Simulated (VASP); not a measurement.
# BN (Fmm2) in VASP: single point with PBEsol

Aim: the single point of BN with PBEsol.

Everything below comes from runs of VASP 6.6.1. Logs are shortened: lines on timing, memory, paths and dates and some standing lists are left out, and cuts for length are marked.

### 1 The cell of the first run

The structure is orthorhombic, space group Fmm2 (No. 42). Conventional cell: a = 2.503 Å, b = 6.991 Å, c = 4.332 Å, α = 90.00°, β = 90.00°, γ = 90.00°. Within 1.9 Å of B (site symmetry mm2) lie 3 N at 1.44 Å. N (site symmetry mm2) has 3 B at 1.44 Å within 1.9 Å.

### 2 Single point, PBEsol

INCAR

```
PREC = Accurate ; ENCUT = 600
EDIFF = 1E-6 ; ISMEAR = -1
SIGMA = 0.01 ; LREAL = False
LASPH = True ; NELM = 120
ALGO = Normal ; ISIF = 2
LWAVE = False ; LCHARG = False
GGA = PS ; NBANDS = 11
GGA_COMPAT = False
```

KPOINTS

```
Automatic mesh
0
Gamma
  1 1 1
```

POSCAR

```
BN
1.0
    0.0000000000      3.4953158300      2.1660912400
    1.2516321000      0.0000000000      2.1660912400
    1.2516321000      3.4953158300      0.0000000000
B N
1 1
Direct
    0.0000486498      0.0000486498      0.9999513502
    0.6666513411      0.6666513411      0.3333486589
```

Potentials or basis: VASP PAW PBE potentials, release 64 (B, N).

Run with:

```
> cat potpaw_PBE.64/B/POTCAR potpaw_PBE.64/N/POTCAR > POTCAR
> mpirun -np 1 vasp_gam > vasp.out
```

OUTCAR:

```text
PREC = Accurate
   ENCUT = 600
   EDIFF = 1E-6
   ISMEAR = -1
   LREAL = False
   LASPH = True
   NELM = 120
   ISIF = 2
   GGA = PS

 ion  position               nearest neighbor table
   1  0.000  0.000  1.000-   2 1.44   2 1.44   2 1.44
   2  0.667  0.667  0.333-   1 1.44   1 1.44   1 1.44

  LATTYP: Found a face centered orthorhombic cell.
 ALAT       =     2.5032642000
 B/A-ratio  =     1.7306133647
 C/A-ratio  =     2.7926064137

  Lattice vectors:

 A1 = (   0.0000000000,   3.4953158300,   2.1660912400)
 A2 = (  -1.2516321000,   3.4953158300,   0.0000000000)
 A3 = (  -1.2516321000,   0.0000000000,   2.1660912400)

Analysis of symmetry for initial positions (statically):
=====================================================================
 Subroutine PRICEL returns:
 Original cell was already a primitive cell.

 Routine SETGRP: Setting up the symmetry group for a
 face centered orthorhombic supercell.

 Subroutine GETGRP returns: Found  4 space group operations
 (whereof  4 operations were pure point group operations)
 out of a pool of  8 trial point group operations.

The static configuration has the point symmetry C_2v.

Analysis of symmetry for dynamics (positions and initial velocities):
=====================================================================
 Subroutine PRICEL returns:
 Original cell was already a primitive cell.

 Routine SETGRP: Setting up the symmetry group for a
 face centered orthorhombic supercell.

 Subroutine GETGRP returns: Found  4 space group operations
 (whereof  4 operations were pure point group operations)
 out of a pool of  8 trial point group operations.

The dynamic configuration has the point symmetry C_2v.

 Subroutine INISYM returns: Found  4 space group operations
 (whereof  4 operations are pure point group operations),
 and found     1 'primitive' translations

----------------------------------------------------------------------------------------

                                     Primitive cell

  volume of cell :      18.9526

  direct lattice vectors                    reciprocal lattice vectors
     0.000000000  3.495315830  2.166091240    -0.399478409  0.143048590  0.230830535
[... 56 lines left out ...]
   ISPIN  =      1    spin polarized calculation?
   LNONCOLLINEAR =      F non collinear calculations
   LSORBIT =      F    spin-orbit coupling
   LASPH  =      T    aspherical Exc in radial PAW
   ENCUT  =  600.0 eV  44.10 Ry    6.64 a.u.   8.21  5.00  7.42*2*pi/ulx,y,z
   NELM   =    120;   NELMIN=  2; NELMDL= -5     # of ELM steps
   EDIFF  = 0.1E-05   stopping-criterion for ELM
   LREAL  =      F    real-space projection
   EDIFFG = 0.1E-04   stopping-criterion for IOM
   NSW    =      0    number of steps for IOM
   IBRION =     -1    ionic relax: 0-MD 1-quasi-New 2-CG
   NFREE  =      0    steps in history (QN), initial steepest desc. (CG)
   ISIF   =      2    stress and relaxation
   ISYM   =      2    0-nonsym 1-usesym 2-fastsym
   POTIM  = 0.5000    time-step for ionic-motion
   TEBEG  =    0.0;   TEEND  =   0.0 temperature during run
   PSTRESS=    0.0 pullay stress
   NELECT =       8.0000    total number of electrons
   NUPDOWN=      -1.0000    fix difference up-down
   EMIN   =  10.00;   EMAX   =-10.00  energy-range for DOS
   EFERMI =   0.00;   METHOD = LEGACY
   ISMEAR =    -1;   SIGMA  =   0.01  broadening in eV -4-tet -1-fermi 0-gaus
   EFERMI_NEDOS =   21; number of points for ismear=-14 and -15
   IALGO  =     38    algorithm
   IMIX   =      4    mixing-type and parameters
     AMIX     =   0.40;   BMIX     =  1.00
     AMIX_MAG =   1.60;   BMIX_MAG =  1.00
  volume/ion in A,a.u.               =       9.48        63.95
  Fermi-wavevector in a.u.,A,eV,Ry     =   1.228047  2.320672 20.518928  1.508099
  Thomas-Fermi vector in A             =   2.362987
   LORBIT       =      0    0 simple, 1 ext, 2 COOP (PROOUT), +10 PAW based schemes
   GGA     = PS    functional components
   LHFCALC =     F    Hartree Fock is set to
   AEXX    =    0.0000 exact exchange contribution
   IVDW    =     0    specifies the selected vdW correction
   LEPSILON=     F    determine dielectric tensor
   LRPA    =     F    only Hartree local field effects (RPA)
 non-spin polarized calculation
  energy-cutoff  :      600.00
  volume of cell :       18.95
 maximum number of plane-waves:       313
 NGX is ok and might be reduce to    36
   NGX = 17   NGY =  9   NGZ = 15

 number of electron       8.0000000 magnetization

 Free energy of the ion-electron system (eV)
  ---------------------------------------------------
  ext. energy  EPLUGINS =         0.00000000
  ---------------------------------------------------
  free energy    TOTEN  =       -10.48829540 eV

  energy without entropy =      -10.48829540  energy(sigma->0) =      -10.48829540

 E-fermi :   2.2413     XC(G=0):  -9.5894

 val. band max:        1.9931445134   @ k =   0.0000   0.0000   0.0000
 cond. band min:       7.0419519136   @ k =   0.0000   0.0000   0.0000
 fundamental gap:      5.0488074002
 Fermi energy:         2.2412990148

 k-point     1 :       0.0000    0.0000    0.0000
  band No.  band energies     occupation
      1     -14.8938      2.00000
      2      -2.0052      2.00000
      3       1.9843      2.00000
      4       1.9931      2.00000
      5       7.0420      0.00000
      6      14.3283      0.00000
      7      14.4009      0.00000
      8      15.7559      0.00000
      9      17.2072      0.00000
     10      27.5017      0.00000
     11      28.5825      0.00000

------------------------ aborting loop because EDIFF is reached ----------------------------------------

  FORCE on cell =-STRESS in cart. coord.  units (eV):
  Direction    XX          YY          ZZ          XY          YZ          ZX
  --------------------------------------------------------------------------------------
  -------------------------------------------------------------------------------------
  Total        2.0695043      8.7499208      2.3471210      0.0000000      0.0000000      0.0000000
  in kB      174.9472266    739.6816503    198.4157743      0.0000000      0.0000000      0.0000000
  external PRESSURE =     371.0148838 kB  Pullay stress =       0.0000000 kB

 VOLUME and BASIS-vectors are now :
 -----------------------------------------------------------------------------
  energy-cutoff  :      600.00
  volume of cell :       18.95
      direct lattice vectors                 reciprocal lattice vectors
     0.000000000  3.495315830  2.166091240    -0.399478409  0.143048590  0.230830535
     1.251632100  0.000000000  2.166091240     0.399478409 -0.143048590  0.230830535
     1.251632100  3.495315830  0.000000000     0.399478409  0.143048590 -0.230830535

 POSITION                                       TOTAL-FORCE (eV/Angst)
 -----------------------------------------------------------------------------------
      1.25163      3.49532      0.00021         0.000000      0.000000      0.001502
      1.25163      3.49532      2.88806         0.000000      0.000000     -0.001502
 -----------------------------------------------------------------------------------
    total drift:                                0.000008     -0.000004     -0.000130

  FREE ENERGIE OF THE ION-ELECTRON SYSTEM (eV)
  ---------------------------------------------------
  free  energy   TOTEN  =       -10.4882954035 eV

  energy  without entropy=      -10.4882954035  energy(sigma->0) =      -10.48829540
```

OSZICAR:

```text
N       E                     dE             d eps       ncg     rms          rms(c)
DAV:   1     0.562876177613E+02    0.56288E+02   -0.59059E+03    22   0.730E+02
DAV:   2    -0.112497924614E+02   -0.67537E+02   -0.66763E+02    36   0.209E+02
DAV:   3    -0.137013159429E+02   -0.24515E+01   -0.24312E+01    28   0.357E+01
DAV:   4    -0.137107919957E+02   -0.94761E-02   -0.94759E-02    25   0.218E+00
DAV:   5    -0.137108070351E+02   -0.15039E-04   -0.15039E-04    25   0.112E-01    0.108E+01
DAV:   6    -0.109538908001E+02    0.27569E+01   -0.84046E+00    25   0.170E+01    0.546E+00
DAV:   7    -0.105503616741E+02    0.40353E+00   -0.44272E-01    22   0.491E+00    0.323E+00
DAV:   8    -0.104847183103E+02    0.65643E-01   -0.24282E-01    22   0.328E+00    0.492E-01
DAV:   9    -0.104882652974E+02   -0.35470E-02   -0.44079E-03    25   0.594E-01    0.297E-01
DAV:  10    -0.104883003161E+02   -0.35019E-04   -0.56193E-04    22   0.272E-01    0.296E-02
DAV:  11    -0.104882973799E+02    0.29362E-05   -0.12923E-05    28   0.282E-02    0.159E-02
DAV:  12    -0.104882954343E+02    0.19456E-05   -0.44451E-06    22   0.178E-02    0.255E-03
DAV:  13    -0.104882954035E+02    0.30719E-07   -0.99261E-08    17   0.230E-03
   1 F= -.10488295E+02 E0= -.10488295E+02  d E =-.123168E-10
```

It took 2.7 s on 1 thread of AMD EPYC 7R13 (Zen 3), shared host; peak memory 0.11 GiB.

Results:

| Item | Value |
| --- | --- |
| Free energy | -10.4883 eV |
| Pressure | 37.1 GPa |
| Band gap on the k mesh | 5.05 eV |

Stress tensor (GPa, compression positive):
```
17.49  0.00  0.00
 0.00 73.97  0.00
 0.00  0.00 19.84
```

Caveat: the k points lie up to 3.04 Å⁻¹ apart; the PAW data sets were made with another functional, which shifts forces and pressure a little. A k mesh can miss the band edges.
